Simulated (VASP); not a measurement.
# PbS (Fm-3m) in VASP: notebook

Runs on PbS. Level: PBE. Tasks: single point, relaxation of cell and atoms.

Program: VASP 6.6.1. These are calculated values, not measurements. Logs are shortened: lines on timing, memory, paths and dates and some standing lists are left out, and cuts for length are marked.

## (1) The cell of the first run

It takes space group Fm-3m (No. 225, cubic). The conventional cell has a = 5.727 Å, b = 5.727 Å, c = 5.727 Å, α = 90.00°, β = 90.00°, γ = 90.00°. Pb (site symmetry m-3m) has 6 S at 2.86 Å within 3.8 Å. Within 3.8 Å of S (site symmetry m-3m) lie 6 Pb at 2.86 Å.

## (2) Single point, PBE

Input file INCAR:

```
PREC     = Accurate       # precision mode
ENCUT    = 500            # plane-wave cutoff, eV
EDIFF    = 1E-6           # SCF threshold, eV
ISMEAR   = -1             # smearing method
SIGMA    = 0.1            # smearing width, eV
LREAL    = False          # projectors in reciprocal space
LASPH    = True           # aspherical terms in the spheres
NELM     = 120            # most SCF steps
ALGO     = Normal         # electronic algorithm
ISIF     = 2              # what is computed and relaxed
LWAVE    = False          # write WAVECAR
LCHARG   = True           # write CHGCAR
GGA      = PE             # functional
LELF     = True           # ELF
LVHAR    = True         
NBANDS   = 17             # bands
GGA_COMPAT= False
```

Input file KPOINTS:

```
Automatic mesh
0
Gamma
  6 6 6
```

Input file POSCAR:

```
PbS
1.0
    0.0000000000      2.8634461085      2.8634461085
    2.8634461085      0.0000000000      2.8634461085
    2.8634461085      2.8634461085      0.0000000000
Pb S
1 1
Direct
    0.0000000000      0.0000000000      0.0000000000
    0.5000000000      0.5000000000      0.5000000000
```

Potentials or basis: VASP PAW PBE potentials, release 64 (Pb_d, S).

Command:

```console
cat potpaw_PBE.64/Pb_d/POTCAR potpaw_PBE.64/S/POTCAR > POTCAR
mpirun -np 1 vasp_std > vasp.out
```

OUTCAR:

```text
PREC = Accurate
   ENCUT = 500
   EDIFF = 1E-6
   ISMEAR = -1
   LREAL = False
   LASPH = True
   NELM = 120
   ISIF = 2
   GGA = PE

 ion  position               nearest neighbor table
   1  0.000  0.000  0.000-   2 2.86   2 2.86   2 2.86   2 2.86   2 2.86   2 2.86
   2  0.500  0.500  0.500-   1 2.86   1 2.86   1 2.86   1 2.86   1 2.86   1 2.86

  LATTYP: Found a face centered cubic cell.
 ALAT       =     5.7268922170

  Lattice vectors:

 A1 = (   0.0000000000,   2.8634461085,   2.8634461085)
 A2 = (   2.8634461085,   0.0000000000,   2.8634461085)
 A3 = (   2.8634461085,   2.8634461085,   0.0000000000)

Analysis of symmetry for initial positions (statically):
=====================================================================
 Subroutine PRICEL returns:
 Original cell was already a primitive cell.

 Routine SETGRP: Setting up the symmetry group for a
 face centered cubic supercell.

 Subroutine GETGRP returns: Found 48 space group operations
 (whereof 48 operations were pure point group operations)
 out of a pool of 48 trial point group operations.

The static configuration has the point symmetry O_h .

Analysis of symmetry for dynamics (positions and initial velocities):
=====================================================================
 Subroutine PRICEL returns:
 Original cell was already a primitive cell.

 Routine SETGRP: Setting up the symmetry group for a
 face centered cubic supercell.

 Subroutine GETGRP returns: Found 48 space group operations
 (whereof 48 operations were pure point group operations)
 out of a pool of 48 trial point group operations.

The dynamic configuration has the point symmetry O_h .

 Subroutine INISYM returns: Found 48 space group operations
 (whereof 48 operations are pure point group operations),
 and found     1 'primitive' translations

----------------------------------------------------------------------------------------

                                     Primitive cell

  volume of cell :      46.9566

  direct lattice vectors                    reciprocal lattice vectors
     0.000000000  2.863446108  2.863446108    -0.174614776  0.174614776  0.174614776
     2.863446108  0.000000000  2.863446108     0.174614776 -0.174614776  0.174614776
     2.863446108  2.863446108  0.000000000     0.174614776  0.174614776 -0.174614776

  length of vectors
     4.049524322  4.049524322  4.049524322     0.302441663  0.302441663  0.302441663

  position of ions in fractional coordinates (direct lattice)
     0.000000000  0.000000000  0.000000000
     0.500000000  0.500000000  0.500000000

  ion indices of the primitive-cell ions
   primitive index   ion index
                 1           1
                 2           2

----------------------------------------------------------------------------------------

 KPOINTS: Automatic mesh

Automatic generation of k-mesh.
 Grid dimensions read from file:
 generate k-points for:    6    6    6

 Generating k-lattice:

  Cartesian coordinates                     Fractional coordinates (reciprocal lattice)
    -0.029102463  0.029102463  0.029102463     0.166666667  0.000000000  0.000000000
     0.029102463 -0.029102463  0.029102463     0.000000000  0.166666667  0.000000000
     0.029102463  0.029102463 -0.029102463     0.000000000  0.000000000  0.166666667

  Length of vectors
     0.050406944  0.050406944  0.050406944

  Shift w.r.t. Gamma in fractional coordinates (k-lattice)
     0.000000000  0.000000000  0.000000000

 Subroutine IBZKPT returns following result:
 ===========================================

 Found     16 irreducible k-points:

 Following reciprocal coordinates:
            Coordinates               Weight
  0.000000  0.000000  0.000000      1.000000
  0.166667  0.000000  0.000000      8.000000
  0.333333  0.000000  0.000000      8.000000
  0.500000  0.000000  0.000000      4.000000
  0.166667  0.166667  0.000000      6.000000
  0.333333  0.166667  0.000000     24.000000
[... 8 lines left out ...]
 -0.333333  0.333333  0.166667     24.000000
 -0.333333  0.500000  0.166667     12.000000
   k-points           NKPTS =     16   k-points in BZ     NKDIM =     16   number of bands    NBANDS=     17
   number of dos      NEDOS =    301   number of ions     NIONS =      2
   total plane-waves  NPLWV =  27000
   dimension x,y,z NGX =    30 NGY =   30 NGZ =   30
   dimension x,y,z NGXF=    60 NGYF=   60 NGZF=   60
   ions per type =               1   1
   NGX,Y,Z   is equivalent  to a cutoff of  12.32, 12.32, 12.32 a.u.
   NGXF,Y,Z  is equivalent  to a cutoff of  24.63, 24.63, 24.63 a.u.
 SYSTEM =  unknown system
   PREC   = accura    normal or accurate (medium, high low for compatibility)
   ISTART =      0    job   : 0-new  1-cont  2-samecut
   ICHARG =      2    charge: 1-file 2-atom 10-const
   ISPIN  =      1    spin polarized calculation?
   LNONCOLLINEAR =      F non collinear calculations
   LSORBIT =      F    spin-orbit coupling
   LASPH  =      T    aspherical Exc in radial PAW
   ENCUT  =  500.0 eV  36.75 Ry    6.06 a.u.   7.38  7.38  7.38*2*pi/ulx,y,z
   NELM   =    120;   NELMIN=  2; NELMDL= -5     # of ELM steps
   EDIFF  = 0.1E-05   stopping-criterion for ELM
   LREAL  =      F    real-space projection
   EDIFFG = 0.1E-04   stopping-criterion for IOM
   NSW    =      0    number of steps for IOM
   IBRION =     -1    ionic relax: 0-MD 1-quasi-New 2-CG
   NFREE  =      0    steps in history (QN), initial steepest desc. (CG)
   ISIF   =      2    stress and relaxation
   ISYM   =      2    0-nonsym 1-usesym 2-fastsym
   POTIM  = 0.5000    time-step for ionic-motion
   TEBEG  =    0.0;   TEEND  =   0.0 temperature during run
   PSTRESS=    0.0 pullay stress
   NELECT =      20.0000    total number of electrons
   NUPDOWN=      -1.0000    fix difference up-down
   EMIN   =  10.00;   EMAX   =-10.00  energy-range for DOS
   EFERMI =   0.00;   METHOD = LEGACY
   ISMEAR =    -1;   SIGMA  =   0.10  broadening in eV -4-tet -1-fermi 0-gaus
   EFERMI_NEDOS =   21; number of points for ismear=-14 and -15
   IALGO  =     38    algorithm
   IMIX   =      4    mixing-type and parameters
     AMIX     =   0.40;   BMIX     =  1.00
     AMIX_MAG =   1.60;   BMIX_MAG =  1.00
  volume/ion in A,a.u.               =      23.48       158.44
  Fermi-wavevector in a.u.,A,eV,Ry     =   1.231740  2.327652 20.642544  1.517184
  Thomas-Fermi vector in A             =   2.366538
   LORBIT       =      0    0 simple, 1 ext, 2 COOP (PROOUT), +10 PAW based schemes
   GGA     = PE    functional components
   LHFCALC =     F    Hartree Fock is set to
   AEXX    =    0.0000 exact exchange contribution
   IVDW    =     0    specifies the selected vdW correction
   LEPSILON=     F    determine dielectric tensor
   LRPA    =     F    only Hartree local field effects (RPA)
 non-spin polarized calculation
  energy-cutoff  :      500.00
  volume of cell :       46.96
 maximum number of plane-waves:      1243
 NGX is ok and might be reduce to    30
   NGX = 15   NGY = 15   NGZ = 15

 number of electron      20.0000002 magnetization

 Free energy of the ion-electron system (eV)
  ---------------------------------------------------
  ext. energy  EPLUGINS =         0.00000000
  ---------------------------------------------------
  free energy    TOTEN  =        -8.57164123 eV

  energy without entropy =       -8.56660105  energy(sigma->0) =       -8.56912114

 E-fermi :   7.3912     XC(G=0): -10.1954

 val. band max:        7.3493414236   @ k =   0.5000   0.0000   0.0000
 cond. band min:       7.4327040733   @ k =   0.5000   0.0000   0.0000
 fundamental gap:      0.0833626496
 Fermi energy:         7.3911577954

 k-point     1 :       0.0000    0.0000    0.0000
  band No.  band energies     occupation
      1      -9.7567      2.00000
      2      -9.7567      2.00000
      3      -9.7567      2.00000
      4      -9.7445      2.00000
      5      -9.7445      2.00000
      6      -7.3453      2.00000
[... 9 lines left out ...]
     16      13.7183      0.00000
     17      15.5848      0.00000

 k-point     2 :       0.1667    0.0000    0.0000
  band No.  band energies     occupation
      1      -9.7600      2.00000
      2      -9.7600      2.00000
      3      -9.7558      2.00000
      4      -9.7366      2.00000
      5      -9.7366      2.00000
      6      -7.0707      2.00000
[... 9 lines left out ...]
     16      14.3907      0.00000
     17      17.7322      0.00000

 k-point     3 :       0.3333    0.0000    0.0000
  band No.  band energies     occupation
      1      -9.7837      2.00000
      2      -9.7837      2.00000
      3      -9.7560      2.00000
      4      -9.7032      2.00000
      5      -9.7032      2.00000
      6      -6.3570      2.00000
[... 9 lines left out ...]
     16      15.8383      0.00000
     17      20.1069      0.00000

 k-point     4 :       0.5000    0.0000    0.0000
  band No.  band energies     occupation
      1      -9.7958      2.00000
      2      -9.7958      2.00000
      3      -9.7567      2.00000
      4      -9.6861      2.00000
      5      -9.6861      2.00000
      6      -5.8293      2.00000
[... 9 lines left out ...]
     16      17.1943      0.00000
     17      18.0573      0.00000
[... 183 lines left out ...]
      1      -9.8833      2.00000
      2      -9.7597      2.00000
      3      -9.7521      2.00000
      4      -9.6998      2.00000
      5      -9.6904      2.00000
      6      -5.7304      2.00000
[... 9 lines left out ...]
     16      17.9849      0.00000
     17      18.4567      0.00000

 k-point    15 :      -0.3333    0.3333    0.1667
  band No.  band energies     occupation
      1      -9.9023      2.00000
      2      -9.7596      2.00000
      3      -9.7317      2.00000
      4      -9.7253      2.00000
      5      -9.6766      2.00000
      6      -5.3261      2.00000
[... 9 lines left out ...]
     16      18.6475      0.00000
     17      19.2509      0.00000

 k-point    16 :      -0.3333    0.5000    0.1667
  band No.  band energies     occupation
      1      -9.9601      2.00000
      2      -9.7657      2.00000
      3      -9.7329      2.00000
      4      -9.7002      2.00000
      5      -9.6655      2.00000
      6      -5.1492      2.00000
[... 9 lines left out ...]
     16      19.4110      0.00000
     17      19.4213      0.00000

------------------------ aborting loop because EDIFF is reached ----------------------------------------

  FORCE on cell =-STRESS in cart. coord.  units (eV):
  Direction    XX          YY          ZZ          XY          YZ          ZX
  --------------------------------------------------------------------------------------
  -------------------------------------------------------------------------------------
  Total        2.8953687      2.8953687      2.8953687      0.0000000      0.0000000      0.0000000
  in kB       98.7910085     98.7910085     98.7910085      0.0000000      0.0000000      0.0000000
  external PRESSURE =      98.7910085 kB  Pullay stress =       0.0000000 kB

 VOLUME and BASIS-vectors are now :
 -----------------------------------------------------------------------------
  energy-cutoff  :      500.00
  volume of cell :       46.96
      direct lattice vectors                 reciprocal lattice vectors
     0.000000000  2.863446108  2.863446108    -0.174614776  0.174614776  0.174614776
     2.863446108  0.000000000  2.863446108     0.174614776 -0.174614776  0.174614776
     2.863446108  2.863446108  0.000000000     0.174614776  0.174614776 -0.174614776

 POSITION                                       TOTAL-FORCE (eV/Angst)
 -----------------------------------------------------------------------------------
      0.00000      0.00000      0.00000        -0.000000      0.000000      0.000000
      2.86345      2.86345      2.86345         0.000000     -0.000000     -0.000000
 -----------------------------------------------------------------------------------
    total drift:                               -0.000000      0.000000      0.000000

  FREE ENERGIE OF THE ION-ELECTRON SYSTEM (eV)
  ---------------------------------------------------
  free  energy   TOTEN  =        -8.5716412272 eV

  energy  without entropy=       -8.5666010520  energy(sigma->0) =       -8.56912114
```

Wall time 7.9 s (1 thread of Intel Xeon 6975P-C (Granite Rapids), shared host); peak memory 0.17 GiB.

What came out:

```yaml
Free_energy: -8.5716 eV
Pressure: 9.9 GPa
Band_gap_on_the_k_mesh: 0.08 eV
```

Caveat: the cell stands under pressure; spin-orbit coupling is left out, which moves the levels of the heavy elements. A k mesh can miss the band edges.

(Part 1 of 3 ends here.)
